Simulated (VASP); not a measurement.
# Al (P6/mmm) in VASP: further runs

The runs below take Al through single point, with B3LYP, HSE06.

All numbers are computed with VASP 6.6.1; they aren't measurements. Logs are shortened: lines on timing, memory, paths and dates and some standing lists are left out, and cuts for length are marked.

## 1. The cell of the first run

The structure is hexagonal, space group P6/mmm (No. 191). Conventional cell: a = 4.492 Å, b = 4.492 Å, c = 2.723 Å, α = 90.00°, β = 90.00°, γ = 120.00°. Al (site symmetry -6m2) has 5 Al at 2.59 to 2.72 Å within 3.4 Å.

This isn't the form of Al at room conditions, which is fcc.

## 2. Single point, B3LYP

POSCAR reads:

```
Al
1.0
    4.4916000000      0.0000000000      0.0000000000
   -2.2458000000      3.8898400000      0.0000000000
    0.0000000000      0.0000000000      2.7226000000
Al
2
Direct
    0.3333300000      0.6666700000      0.0000000000
    0.6666700000      0.3333300000      0.0000000000
```

INCAR.step1 reads:

```
PREC = Accurate
ENCUT = 520
EDIFF = 1E-5
ISMEAR = -1
SIGMA = 0.05
LREAL = F
LASPH = T
NELM = 100
ALGO = Normal
ISIF = 2
LWAVE = T
LCHARG = F
GGA = PE
NBANDS = 10
```

INCAR.step2 reads:

```
PREC = Accurate
ENCUT = 520
EDIFF = 1E-6
ISMEAR = -1
SIGMA = 0.05
LREAL = F
LASPH = T
NELM = 100
ALGO = Normal
ISIF = 2
LWAVE = F
LCHARG = F
GGA = B3
LHFCALC = T
AEXX = 0.2
AGGAX = 0.72
AGGAC = 0.81
ALDAC = 0.19
PRECFOCK = Normal
ISTART = 1
NBANDS = 10
```

KPOINTS reads:

```
Automatic mesh
0
Gamma
  4 4 5
```

Potentials or basis: VASP PAW PBE potentials, release 64 (Al).

The run is started by

```
$ cat potpaw_PBE.64/Al/POTCAR > POTCAR
$ cp INCAR.step1 INCAR
$ mpirun -np 1 vasp_std > vasp.out
$ cp INCAR.step2 INCAR
$ mpirun -np 1 vasp_std > vasp.out
```

OUTCAR:

```text
PREC = Accurate
   ENCUT = 520
   EDIFF = 1E-6
   ISMEAR = -1
   LREAL = F
   LASPH = T
   NELM = 100
   ISIF = 2
   GGA = B3
   LHFCALC = T
   AEXX = 0.2
   PRECFOCK = Normal
   ISTART = 1

 ion  position               nearest neighbor table
   1  0.333  0.667  0.000-   2 2.59   2 2.59   2 2.59
   2  0.667  0.333  0.000-   1 2.59   1 2.59   1 2.59

  LATTYP: Found a hexagonal cell.
 ALAT       =     4.4916000000
 C/A-ratio  =     0.6061537091

  Lattice vectors:

 A1 = (   4.4916000000,   0.0000000000,   0.0000000000)
 A2 = (  -2.2458000000,   3.8898400000,   0.0000000000)
 A3 = (   0.0000000000,   0.0000000000,   2.7226000000)

Analysis of symmetry for initial positions (statically):
=====================================================================
 Subroutine PRICEL returns:
 Original cell was already a primitive cell.

 Routine SETGRP: Setting up the symmetry group for a
 hexagonal supercell.

 Subroutine GETGRP returns: Found  8 space group operations
 (whereof  8 operations were pure point group operations)
 out of a pool of 24 trial point group operations.

The static configuration has the point symmetry D_2h.

Analysis of symmetry for dynamics (positions and initial velocities):
=====================================================================
 Subroutine PRICEL returns:
 Original cell was already a primitive cell.

 Routine SETGRP: Setting up the symmetry group for a
 hexagonal supercell.

 Subroutine GETGRP returns: Found  8 space group operations
 (whereof  8 operations were pure point group operations)
 out of a pool of 24 trial point group operations.

The dynamic configuration has the point symmetry D_2h.

 Subroutine INISYM returns: Found  8 space group operations
 (whereof  8 operations are pure point group operations),
 and found     1 'primitive' translations

----------------------------------------------------------------------------------------

                                     Primitive cell

  volume of cell :      47.5682

  direct lattice vectors                    reciprocal lattice vectors
     4.491600000  0.000000000  0.000000000     0.222637813  0.128539991  0.000000000
    -2.245800000  3.889840000  0.000000000     0.000000000  0.257079983  0.000000000
     0.000000000  0.000000000  2.722600000     0.000000000  0.000000000  0.367295967
[... 91 lines left out ...]
   NELECT =       6.0000    total number of electrons
   NUPDOWN=      -1.0000    fix difference up-down
   EMIN   =  10.00;   EMAX   =-10.00  energy-range for DOS
   EFERMI =   0.00;   METHOD = LEGACY
   ISMEAR =    -1;   SIGMA  =   0.05  broadening in eV -4-tet -1-fermi 0-gaus
   EFERMI_NEDOS =   21; number of points for ismear=-14 and -15
   IALGO  =     38    algorithm
   IMIX   =      1    mixing-type and parameters
     AMIX     =   0.40;   BMIX     =  1.00
     AMIX_MAG =   1.60;   BMIX_MAG =  1.00
  volume/ion in A,a.u.               =      23.78       160.50
  Fermi-wavevector in a.u.,A,eV,Ry     =   0.821019  1.551500  9.171302  0.674072
  Thomas-Fermi vector in A             =   1.932104
   LORBIT       =      0    0 simple, 1 ext, 2 COOP (PROOUT), +10 PAW based schemes
   GGA     = B3    functional components
   LHFCALC =     T    Hartree Fock is set to
   PRECFOCK=normal    Normal, Fast or Accurate (Low or Medium for compatibility)
   ENCUT4O =  -1.0   cutoff for four orbital integrals eV
   NKREDX  =     1    reduce k-point grid by
   NKREDY  =     1    reduce k-point grid by
   NKREDZ  =     1    reduce k-point grid by
   AEXX    =    0.2000 exact exchange contribution
   HFSCREEN=    0.0000 screening length (either q_TF or 0.3 A-1)
   HFSCREENC=   0.0000 screening length for correlation (either q_TF or 0.3 A-1)
   ENCUTFOCK=  -1.0 apply spherical cutoff to Coloumb kernel
   IVDW    =     0    specifies the selected vdW correction
   LEPSILON=     F    determine dielectric tensor
   LRPA    =     F    only Hartree local field effects (RPA)
 non-spin polarized calculation
  energy-cutoff  :      520.00
  volume of cell :       47.57
 maximum number of plane-waves:      1301
 NGX is ok and might be reduce to    36
  NGX = 28; NGY = 28; NGZ = 16

 number of electron       6.0000000 magnetization

 Free energy of the ion-electron system (eV)
  ---------------------------------------------------
  ext. energy  EPLUGINS =         0.00000000
  ---------------------------------------------------
  free energy    TOTEN  =        -6.14655930 eV

  energy without entropy =       -6.14225440  energy(sigma->0) =       -6.14440685

 E-fermi :   4.4130     XC(G=0):  -6.7569

 val. band max:        3.8877473418   @ k =   0.0000   0.0000   0.2000
 cond. band min:       4.5327215831   @ k =  -0.2500   0.5000   0.4000
 fundamental gap:      0.6449742413
 Fermi energy:         4.4129667474

 k-point     1 :       0.0000    0.0000    0.0000
  band No.  band energies     occupation
      1      -5.8849      2.00000
      2       3.0667      2.00000
      3       3.0670      2.00000
      4       3.8723      1.99996
      5       7.4061      0.00000
      6       7.4063      0.00000
      7      10.8668      0.00000
      8      14.9760      0.00000
      9      15.5861      0.00000
     10      21.7079      0.00000
[... 248 lines left out ...]
 k-point    21 :      -0.2500    0.5000    0.4000
  band No.  band energies     occupation
      1      -0.7757      2.00000
      2       1.3193      2.00000
      3       3.5577      2.00000
      4       4.5327      0.16709
      5       5.9485      0.00000
      6       9.5737      0.00000
      7      11.4082      0.00000
      8      11.6671      0.00000
      9      15.0583      0.00000
     10      15.3995      0.00000

------------------------ aborting loop because EDIFF is reached ----------------------------------------

  FORCE on cell =-STRESS in cart. coord.  units (eV):
  Direction    XX          YY          ZZ          XY          YZ          ZX
  --------------------------------------------------------------------------------------
  -------------------------------------------------------------------------------------
  Total        0.7689832      0.7692316      1.7928063      0.0002150      0.0000000      0.0000000
  in kB       25.9006584     25.9090253     60.3847548      0.0072425      0.0000000      0.0000000
  external PRESSURE =      37.3981462 kB  Pullay stress =       0.0000000 kB

 VOLUME and BASIS-vectors are now :
 -----------------------------------------------------------------------------
  energy-cutoff  :      520.00
  volume of cell :       47.57
      direct lattice vectors                 reciprocal lattice vectors
     4.491600000  0.000000000  0.000000000     0.222637813  0.128539991  0.000000000
    -2.245800000  3.889840000  0.000000000     0.000000000  0.257079983  0.000000000
     0.000000000  0.000000000  2.722600000     0.000000000  0.000000000  0.367295967

 POSITION                                       TOTAL-FORCE (eV/Angst)
 -----------------------------------------------------------------------------------
     -0.00002      2.59324      0.00000         0.000219     -0.000126      0.000000
      2.24582      1.29660      0.00000        -0.000219      0.000126      0.000000
 -----------------------------------------------------------------------------------
    total drift:                               -0.000000      0.000000      0.000000

  FREE ENERGIE OF THE ION-ELECTRON SYSTEM (eV)
  ---------------------------------------------------
  free  energy   TOTEN  =        -6.1465593030 eV

  energy  without entropy=       -6.1422543999  energy(sigma->0) =       -6.14440685
```

OSZICAR.step1:

```text
N       E                     dE             d eps       ncg     rms          rms(c)
DAV:   1     0.164155633001E+01    0.16416E+01   -0.22167E+03   420   0.451E+02
DAV:   2    -0.620953961424E+01   -0.78511E+01   -0.75633E+01   588   0.503E+01
DAV:   3    -0.643569160668E+01   -0.22615E+00   -0.22495E+00   526   0.726E+00
DAV:   4    -0.643770839700E+01   -0.20168E-02   -0.20165E-02   530   0.772E-01
DAV:   5    -0.643774726981E+01   -0.38873E-04   -0.38872E-04   532   0.101E-01    0.179E+00
DAV:   6    -0.641495150807E+01    0.22796E-01   -0.10839E-02   498   0.363E-01    0.111E+00
DAV:   7    -0.640250499277E+01    0.12447E-01   -0.25030E-02   446   0.609E-01    0.107E-01
DAV:   8    -0.640335430566E+01   -0.84931E-03   -0.13677E-03   476   0.169E-01    0.593E-02
DAV:   9    -0.640353906291E+01   -0.18476E-03   -0.27185E-04   482   0.719E-02    0.106E-02
DAV:  10    -0.640353864176E+01    0.42115E-06   -0.60567E-06   460   0.122E-02
   1 F= -.64035386E+01 E0= -.63968141E+01  d E =-.134491E-01
```

Wall time 4.5 min (1 thread of Intel Xeon Platinum 8259CL at 2.50GHz (Skylake/Cascade Lake), shared host); peak memory 0.17 GiB.

Results:

| Quantity | Value |
| --- | --- |
| Free energy | -6.1466 eV |
| Pressure | 3.7 GPa |
| Band gap on the k mesh | zero (bands 3 and 4 overlap by 2.71 eV) |

Stress tensor (GPa, compression positive):
```
2.59 0.00 0.00
0.00 2.59 0.00
0.00 0.00 6.04
```

Caveat: the k points lie up to 0.46 Å⁻¹ apart, too coarse for converged energies and pressures of a metal; the PAW data sets were made with another functional, which shifts forces and pressure a little.

## 3. Single point, HSE06

POSCAR is that of step 2.

INCAR.step1 reads:

```
  ALGO = Normal
  EDIFF = 1E-5
  ENCUT = 520
  GGA = PE
  ISIF = 2
  ISMEAR = -1
  LASPH = True
  LCHARG = False
  LREAL = False
  LWAVE = True
  NBANDS = 10
  NELM = 60
  PREC = Accurate
  SIGMA = 0.05
```

INCAR.step2 reads:

```
  ALGO = Normal
  EDIFF = 1E-6
  ENCUT = 520
  GGA = PE
  HFSCREEN = 0.2079
  ISIF = 2
  ISMEAR = -1
  ISTART = 1
  LASPH = True
  LCHARG = False
  LHFCALC = True
  LREAL = False
  LWAVE = False
  NBANDS = 10
  NELM = 60
  PREC = Accurate
  PRECFOCK = Normal
  SIGMA = 0.05
```

KPOINTS reads:

```
k-points
0
Gamma
  4 4 5
```

Potentials or basis: VASP PAW PBE potentials, release 64 (Al).

The run is started by

```
$ cat potpaw_PBE.64/Al/POTCAR > POTCAR
$ cp INCAR.step1 INCAR
$ mpirun -np 1 vasp_std > vasp.out
$ cp INCAR.step2 INCAR
$ mpirun -np 1 vasp_std > vasp.out
```

OUTCAR:

```text
EDIFF = 1E-6
   ENCUT = 520
   GGA = PE
   HFSCREEN = 0.2079
   ISIF = 2
   ISMEAR = -1
   ISTART = 1
   LASPH = True
   LHFCALC = True
   LREAL = False
   NELM = 60
   PREC = Accurate
   PRECFOCK = Normal

 ion  position               nearest neighbor table
   1  0.333  0.667  0.000-   2 2.59   2 2.59   2 2.59
   2  0.667  0.333  0.000-   1 2.59   1 2.59   1 2.59

  LATTYP: Found a hexagonal cell.
 ALAT       =     4.4916000000
 C/A-ratio  =     0.6061537091

  Lattice vectors:

 A1 = (   4.4916000000,   0.0000000000,   0.0000000000)
 A2 = (  -2.2458000000,   3.8898400000,   0.0000000000)
 A3 = (   0.0000000000,   0.0000000000,   2.7226000000)

Analysis of symmetry for initial positions (statically):
=====================================================================
 Subroutine PRICEL returns:
 Original cell was already a primitive cell.

 Routine SETGRP: Setting up the symmetry group for a
 hexagonal supercell.

 Subroutine GETGRP returns: Found  8 space group operations
 (whereof  8 operations were pure point group operations)
[... 172 lines left out ...]
 fundamental gap:      0.0776019586
 Fermi energy:         3.9475508044

 k-point     1 :       0.0000    0.0000    0.0000
  band No.  band energies     occupation
      1      -6.0884      2.00000
      2       3.0538      2.00000
      3       3.0541      2.00000
      4       3.9677      0.80097
      5       6.7899      0.00000
      6       6.7901      0.00000
      7      10.1658      0.00000
      8      14.6263      0.00000
      9      15.1193      0.00000
     10      21.6019      0.00000
[... 248 lines left out ...]
 k-point    21 :      -0.2500    0.5000    0.4000
  band No.  band energies     occupation
      1      -0.8285      2.00000
      2       1.3024      2.00000
      3       3.5072      1.99970
      4       4.0123      0.42994
      5       5.4774      0.00000
      6       8.9158      0.00000
      7      10.8803      0.00000
      8      11.1879      0.00000
      9      14.5921      0.00000
     10      14.8800      0.00000

------------------------ aborting loop because EDIFF is reached ----------------------------------------

  FORCE on cell =-STRESS in cart. coord.  units (eV):
  Direction    XX          YY          ZZ          XY          YZ          ZX
  --------------------------------------------------------------------------------------
  -------------------------------------------------------------------------------------
  Total        0.0989953      0.0993642      1.4238493      0.0003195      0.0000000      0.0000000
  in kB        3.3343279      3.3467541     47.9576571      0.0107610      0.0000000      0.0000000
  external PRESSURE =      18.2129130 kB  Pullay stress =       0.0000000 kB

 VOLUME and BASIS-vectors are now :
 -----------------------------------------------------------------------------
  energy-cutoff  :      520.00
  volume of cell :       47.57
      direct lattice vectors                 reciprocal lattice vectors
     4.491600000  0.000000000  0.000000000     0.222637813  0.128539991  0.000000000
    -2.245800000  3.889840000  0.000000000     0.000000000  0.257079983  0.000000000
     0.000000000  0.000000000  2.722600000     0.000000000  0.000000000  0.367295967

 POSITION                                       TOTAL-FORCE (eV/Angst)
 -----------------------------------------------------------------------------------
     -0.00002      2.59324      0.00000         0.000135     -0.000078      0.000000
      2.24582      1.29660      0.00000        -0.000135      0.000078      0.000000
 -----------------------------------------------------------------------------------
    total drift:                               -0.000000     -0.000000      0.000000

  FREE ENERGIE OF THE ION-ELECTRON SYSTEM (eV)
  ---------------------------------------------------
  free  energy   TOTEN  =        -7.0636643361 eV

  energy  without entropy=       -7.0520995493  energy(sigma->0) =       -7.05788194
```

It took 4.7 min on 1 thread of Intel Xeon Platinum 8259CL at 2.50GHz (Skylake/Cascade Lake), shared host; peak memory 0.26 GiB.

What came out:

```yaml
Free_energy: -7.0637 eV
Pressure: 1.8 GPa
Band_gap_on_the_k_mesh: zero (bands 3 and 4 overlap by 2.20 eV)
```

Caveat: the k points lie up to 0.46 Å⁻¹ apart, too coarse for converged energies and pressures of a metal; the PAW data sets were made with another functional, which shifts forces and pressure a little.
